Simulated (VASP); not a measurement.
# BP (F-43m) in VASP: notebook

The runs below take BP through single point, with r2SCAN.

Program: VASP 6.6.1. These are calculated values, not measurements. Logs are shortened: lines on timing, memory, paths and dates and some standing lists are left out, and cuts for length are marked.

## 1. The cell of the first run

The structure is cubic, space group F-43m (No. 216). Conventional cell: a = 4.605 Å, b = 4.605 Å, c = 4.605 Å, α = 90.00°, β = 90.00°, γ = 90.00°. B (site symmetry -43m) has 4 P at 1.99 Å within 2.6 Å. Within 2.6 Å of P (site symmetry -43m) lie 4 B at 1.99 Å.

## 2. Single point, r2SCAN (strain +0.015 along x and y, +0.015 along z)

POSCAR

```
BP
1.0
    0.0000000000      2.3022908167      2.3022908167
    2.3022908167      0.0000000000      2.3022908167
    2.3022908167      2.3022908167      0.0000000000
B P
1 1
Direct
    0.0000000000      0.0000000000      0.0000000000
    0.7500000000      0.7500000000      0.7500000000
```

INCAR.step1

```
PREC = Accurate
ENCUT = 520
ISMEAR = 0
SIGMA = 0.05
LREAL = F
LASPH = T
NELM = 80
NBANDS = 11
GGA = PE
ALGO = Normal
EDIFF = 1E-4
LWAVE = T
LCHARG = F
```

INCAR.step2

```
PREC = Accurate
ENCUT = 520
EDIFF = 1E-6
ISMEAR = 0
SIGMA = 0.05
LREAL = F
LASPH = T
NELM = 80
ALGO = Normal
ISIF = 2
LWAVE = F
LCHARG = T
METAGGA = R2SCAN
LMIXTAU = T
LELF = T
LVHAR = T
NBANDS = 11
ISTART = 1
```

KPOINTS

```
Automatic mesh
0
Gamma
  10 10 10
```

Potentials or basis: VASP PAW PBE potentials, release 64 (B, P).

Command:

```bash
$ cat potpaw_PBE.64/B/POTCAR potpaw_PBE.64/P/POTCAR > POTCAR
$ cp INCAR.step1 INCAR
$ mpirun -np 1 vasp_std > vasp.out
$ cp INCAR.step2 INCAR
$ mpirun -np 1 vasp_std > vasp.out
```

OUTCAR:

```text
PREC = Accurate
   ENCUT = 520
   EDIFF = 1E-6
   ISMEAR = 0
   LREAL = F
   LASPH = T
   NELM = 80
   ISIF = 2
   METAGGA = R2SCAN
   ISTART = 1

 ion  position               nearest neighbor table
   1  0.000  0.000  0.000-   2 1.99   2 1.99   2 1.99   2 1.99
   2  0.750  0.750  0.750-   1 1.99   1 1.99   1 1.99   1 1.99

  LATTYP: Found a face centered cubic cell.
 ALAT       =     4.6045816334

  Lattice vectors:

 A1 = (   0.0000000000,   2.3022908167,   2.3022908167)
 A2 = (   2.3022908167,   0.0000000000,   2.3022908167)
 A3 = (   2.3022908167,   2.3022908167,   0.0000000000)

Analysis of symmetry for initial positions (statically):
=====================================================================
 Subroutine PRICEL returns:
 Original cell was already a primitive cell.

 Routine SETGRP: Setting up the symmetry group for a
 face centered cubic supercell.

 Subroutine GETGRP returns: Found 24 space group operations
 (whereof 24 operations were pure point group operations)
 out of a pool of 48 trial point group operations.

The static configuration has the point symmetry T_d .

Analysis of symmetry for dynamics (positions and initial velocities):
=====================================================================
 Subroutine PRICEL returns:
 Original cell was already a primitive cell.

 Routine SETGRP: Setting up the symmetry group for a
 face centered cubic supercell.

 Subroutine GETGRP returns: Found 24 space group operations
 (whereof 24 operations were pure point group operations)
 out of a pool of 48 trial point group operations.

The dynamic configuration has the point symmetry T_d .

 Subroutine INISYM returns: Found 24 space group operations
 (whereof 24 operations are pure point group operations),
 and found     1 'primitive' translations

----------------------------------------------------------------------------------------

                                     Primitive cell

  volume of cell :      24.4068

  direct lattice vectors                    reciprocal lattice vectors
     0.000000000  2.302290817  2.302290817    -0.217174996  0.217174996  0.217174996
     2.302290817  0.000000000  2.302290817     0.217174996 -0.217174996  0.217174996
     2.302290817  2.302290817  0.000000000     0.217174996  0.217174996 -0.217174996

  length of vectors
     3.255930898  3.255930898  3.255930898     0.376158128  0.376158128  0.376158128

  position of ions in fractional coordinates (direct lattice)
     0.000000000  0.000000000  0.000000000
     0.750000000  0.750000000  0.750000000

  ion indices of the primitive-cell ions
   primitive index   ion index
                 1           1
                 2           2

----------------------------------------------------------------------------------------

 KPOINTS: Automatic mesh

Automatic generation of k-mesh.
 Grid dimensions read from file:
 generate k-points for:   10   10   10

 Generating k-lattice:

  Cartesian coordinates                     Fractional coordinates (reciprocal lattice)
    -0.021717500  0.021717500  0.021717500     0.100000000  0.000000000  0.000000000
     0.021717500 -0.021717500  0.021717500     0.000000000  0.100000000  0.000000000
     0.021717500  0.021717500 -0.021717500     0.000000000  0.000000000  0.100000000

  Length of vectors
     0.037615813  0.037615813  0.037615813

  Shift w.r.t. Gamma in fractional coordinates (k-lattice)
     0.000000000  0.000000000  0.000000000

 Subroutine IBZKPT returns following result:
 ===========================================

 Found     47 irreducible k-points:

 Following reciprocal coordinates:
            Coordinates               Weight
  0.000000  0.000000  0.000000      1.000000
  0.100000  0.000000  0.000000      8.000000
  0.200000  0.000000  0.000000      8.000000
  0.300000  0.000000  0.000000      8.000000
  0.400000  0.000000  0.000000      8.000000
  0.500000  0.000000  0.000000      4.000000
[... 16 lines left out ...]
  0.300000  0.300000  0.000000      6.000000
  0.400000  0.300000  0.000000     24.000000
 [... further k-points ...]
   k-points           NKPTS =     47   k-points in BZ     NKDIM =     47   number of bands    NBANDS=     11
   number of dos      NEDOS =    301   number of ions     NIONS =      2
   total plane-waves  NPLWV =  13824
   dimension x,y,z NGX =    24 NGY =   24 NGZ =   24
   dimension x,y,z NGXF=    48 NGYF=   48 NGZF=   48
   ions per type =               1   1
   NGX,Y,Z   is equivalent  to a cutoff of  12.25, 12.25, 12.25 a.u.
   NGXF,Y,Z  is equivalent  to a cutoff of  24.51, 24.51, 24.51 a.u.
 SYSTEM =  unknown system
   PREC   = accura    normal or accurate (medium, high low for compatibility)
   ISTART =      1    job   : 0-new  1-cont  2-samecut
   ICHARG =      0    charge: 1-file 2-atom 10-const
   ISPIN  =      1    spin polarized calculation?
   LNONCOLLINEAR =      F non collinear calculations
   LSORBIT =      F    spin-orbit coupling
   LASPH  =      T    aspherical Exc in radial PAW
   ENCUT  =  520.0 eV  38.22 Ry    6.18 a.u.   6.05  6.05  6.05*2*pi/ulx,y,z
   NELM   =     80;   NELMIN=  2; NELMDL=  0     # of ELM steps
   EDIFF  = 0.1E-05   stopping-criterion for ELM
   LREAL  =      F    real-space projection
   EDIFFG = 0.1E-04   stopping-criterion for IOM
   NSW    =      0    number of steps for IOM
   IBRION =     -1    ionic relax: 0-MD 1-quasi-New 2-CG
   NFREE  =      0    steps in history (QN), initial steepest desc. (CG)
   ISIF   =      2    stress and relaxation
   ISYM   =      2    0-nonsym 1-usesym 2-fastsym
   POTIM  = 0.5000    time-step for ionic-motion
   TEBEG  =    0.0;   TEEND  =   0.0 temperature during run
   PSTRESS=    0.0 pullay stress
   NELECT =       8.0000    total number of electrons
   NUPDOWN=      -1.0000    fix difference up-down
   EMIN   =  10.00;   EMAX   =-10.00  energy-range for DOS
   EFERMI =   0.00;   METHOD = LEGACY
   ISMEAR =     0;   SIGMA  =   0.05  broadening in eV -4-tet -1-fermi 0-gaus
   EFERMI_NEDOS =   21; number of points for ismear=-14 and -15
   IALGO  =     38    algorithm
   IMIX   =      4    mixing-type and parameters
     AMIX     =   0.40;   BMIX     =  1.00
     AMIX_MAG =   1.60;   BMIX_MAG =  1.00
  volume/ion in A,a.u.               =      12.20        82.35
  Fermi-wavevector in a.u.,A,eV,Ry     =   1.128759  2.133046 17.335147  1.274097
  Thomas-Fermi vector in A             =   2.265450
   LORBIT       =      0    0 simple, 1 ext, 2 COOP (PROOUT), +10 PAW based schemes
   METAGGA = R2SCAN    functional components
   LHFCALC =     F    Hartree Fock is set to
   AEXX    =    0.0000 exact exchange contribution
   IVDW    =     0    specifies the selected vdW correction
   LEPSILON=     F    determine dielectric tensor
   LRPA    =     F    only Hartree local field effects (RPA)
 non-spin polarized calculation
 Gauss-broadening in eV      SIGMA  =   0.05
  energy-cutoff  :      520.00
  volume of cell :       24.41
 maximum number of plane-waves:       678
   NGX = 13   NGY = 13   NGZ = 13

 number of electron       7.9999999 magnetization

 Free energy of the ion-electron system (eV)
  ---------------------------------------------------
  ext. energy  EPLUGINS =         0.00000000
  ---------------------------------------------------
  free energy    TOTEN  =       -17.28483038 eV

  energy without entropy =      -17.28483038  energy(sigma->0) =      -17.28483038

 E-fermi :   7.1815     XC(G=0): -11.3041

 val. band max:        6.8755017675   @ k =   0.0000   0.0000   0.0000
 cond. band min:       8.3792144007   @ k =   0.4000   0.4000   0.0000
 fundamental gap:      1.5037126333
 Fermi energy:         7.1815420868

 k-point     1 :       0.0000    0.0000    0.0000
  band No.  band energies     occupation
      1      -8.9850      2.00000
      2       6.8755      2.00000
      3       6.8755      2.00000
      4       6.8755      2.00000
      5      10.4542      0.00000
      6      10.4542      0.00000
      7      10.4542      0.00000
      8      14.1938      0.00000
      9      18.9572      0.00000
     10      19.4035      0.00000
     11      19.4035      0.00000

 k-point     2 :       0.1000    0.0000    0.0000
  band No.  band energies     occupation
      1      -8.8023      2.00000
      2       5.5370      2.00000
      3       6.5760      2.00000
      4       6.5760      2.00000
      5      10.8715      0.00000
      6      10.8715      0.00000
      7      10.8968      0.00000
      8      14.7804      0.00000
      9      18.7551      0.00000
     10      18.7551      0.00000
     11      19.5259      0.00000

 k-point     3 :       0.2000    0.0000    0.0000
  band No.  band energies     occupation
      1      -8.2620      2.00000
      2       3.1397      2.00000
      3       6.0031      2.00000
      4       6.0031      2.00000
      5      11.0615      0.00000
      6      11.6198      0.00000
      7      11.6198      0.00000
      8      16.1534      0.00000
      9      18.1721      0.00000
     10      18.1721      0.00000
     11      20.3781      0.00000

 k-point     4 :       0.3000    0.0000    0.0000
  band No.  band energies     occupation
      1      -7.3969      2.00000
      2       0.7358      2.00000
      3       5.4982      2.00000
      4       5.4982      2.00000
      5      10.9320      0.00000
      6      11.9886      0.00000
      7      11.9886      0.00000
      8      17.3188      0.00000
      9      18.7599      0.00000
     10      18.7599      0.00000
     11      20.5462      0.00000
[... 239 lines left out ...]
 k-point    22 :      -0.2000    0.2000    0.0000
  band No.  band energies     occupation
      1      -7.1011      2.00000
      2       1.4421      2.00000
      3       2.6761      2.00000
      4       5.5950      2.00000
      5      11.6020      0.00000
      6      12.4457      0.00000
      7      13.5077      0.00000
      8      15.5376      0.00000
      9      16.8246      0.00000
     10      21.0780      0.00000
     11      23.1202      0.00000

 k-point    23 :       0.3000    0.3000    0.0000
  band No.  band energies     occupation
      1      -6.8412      2.00000
      2       1.8056      2.00000
      3       3.6074      2.00000
      4       3.6074      2.00000
      5       8.6458      0.00000
      6      11.1383      0.00000
      7      16.0850      0.00000
      8      16.0850      0.00000
      9      20.2703      0.00000
     10      21.7290      0.00000
     11      23.9471      0.00000

 k-point    24 :       0.4000    0.3000    0.0000
  band No.  band energies     occupation
      1      -6.0071      2.00000
      2       0.4513      2.00000
      3       2.7869      2.00000
      4       3.3057      2.00000
      5       8.9478      0.00000
      6      10.8315      0.00000
      7      16.7014      0.00000
      8      16.7431      0.00000
      9      21.3765      0.00000
     10      22.6546      0.00000
     11      24.3777      0.00000

 [... further k-points ...]

------------------------ aborting loop because EDIFF is reached ----------------------------------------

  FORCE on cell =-STRESS in cart. coord.  units (eV):
  Direction    XX          YY          ZZ          XY          YZ          ZX
  --------------------------------------------------------------------------------------
  -------------------------------------------------------------------------------------
  Total       -1.1305682     -1.1305682     -1.1305682      0.0000000     -0.0000000      0.0000000
  in kB      -74.2158729    -74.2158729    -74.2158729      0.0000000     -0.0000000      0.0000000
  external PRESSURE =     -74.2158729 kB  Pullay stress =       0.0000000 kB

 VOLUME and BASIS-vectors are now :
 -----------------------------------------------------------------------------
  energy-cutoff  :      520.00
  volume of cell :       24.41
      direct lattice vectors                 reciprocal lattice vectors
     0.000000000  2.302290817  2.302290817    -0.217174996  0.217174996  0.217174996
     2.302290817  0.000000000  2.302290817     0.217174996 -0.217174996  0.217174996
     2.302290817  2.302290817  0.000000000     0.217174996  0.217174996 -0.217174996

 POSITION                                       TOTAL-FORCE (eV/Angst)
 -----------------------------------------------------------------------------------
      0.00000      0.00000      0.00000         0.000000      0.000000      0.000000
      3.45344      3.45344      3.45344        -0.000000     -0.000000     -0.000000
 -----------------------------------------------------------------------------------
    total drift:                               -0.000000     -0.000000     -0.000000

  FREE ENERGIE OF THE ION-ELECTRON SYSTEM (eV)
  ---------------------------------------------------
  free  energy   TOTEN  =       -17.2848303837 eV

  energy  without entropy=      -17.2848303837  energy(sigma->0) =      -17.28483038
```

Run time: 16 s. Hardware: 1 thread of Intel Xeon 6975P-C (Granite Rapids), shared host; peak memory 0.14 GiB.

Results:

```yaml
Free_energy: -17.2848 eV
Pressure: -7.4 GPa
Band_gap_on_the_k_mesh: 1.50 eV (least direct gap 3.58 eV)
```

Caveat: the cell differs from its parent crystal (strain +0.015 along x and y, +0.015 along z); the cell stands under tension; the PAW data sets were made with another functional, which shifts forces and pressure a little. A k mesh can miss the band edges.

## 3. Single point, r2SCAN (strain +0.030 along x and y, +0.030 along z)

POSCAR

```
BP
1.0
    0.0000000000      2.3363148189      2.3363148189
    2.3363148189      0.0000000000      2.3363148189
    2.3363148189      2.3363148189      0.0000000000
B P
1 1
Direct
    0.0000000000      0.0000000000      0.0000000000
    0.7500000000      0.7500000000      0.7500000000
```

INCAR.step1 is that of step 2.

INCAR.step2 is that of step 2.

KPOINTS

```
regular mesh
0
Gamma
  10 10 10
```

Potentials or basis: VASP PAW PBE potentials, release 64 (B, P).

Command:

```bash
$ cat potpaw_PBE.64/B/POTCAR potpaw_PBE.64/P/POTCAR > POTCAR
$ cp INCAR.step1 INCAR
$ mpirun -np 1 vasp_std > vasp.out
$ cp INCAR.step2 INCAR
$ mpirun -np 1 vasp_std > vasp.out
```

Run time: 34 s. Hardware: 1 thread of Intel Xeon 6975P-C (Granite Rapids), shared host; peak memory 0.16 GiB.

Results (log left out):

```yaml
Free_energy: -17.2144 eV
Pressure: -13.1 GPa
Band_gap_on_the_k_mesh: 1.56 eV (least direct gap 3.52 eV)
```

Levels at points of the mesh, in eV from the valence-band top:
```
           k point  band 1  band 2  band 3  band 4  band 5  band 6  band 7  band 8
(0.00, 0.00, 0.00)  -15.47    0.00    0.00    0.00    3.52    3.52    3.52    6.64
(0.50, 0.00, 0.00)  -12.31   -8.87   -1.75   -1.75    3.60    4.97    4.97   10.58
(0.50, 0.50, 0.00)  -10.78   -8.66   -4.02   -4.02    1.70    1.99   12.21   12.21
```

Caveat: the cell differs from its parent crystal (strain +0.030 along x and y, +0.030 along z); the cell stands under tension; the PAW data sets were made with another functional, which shifts forces and pressure a little. A k mesh can miss the band edges.
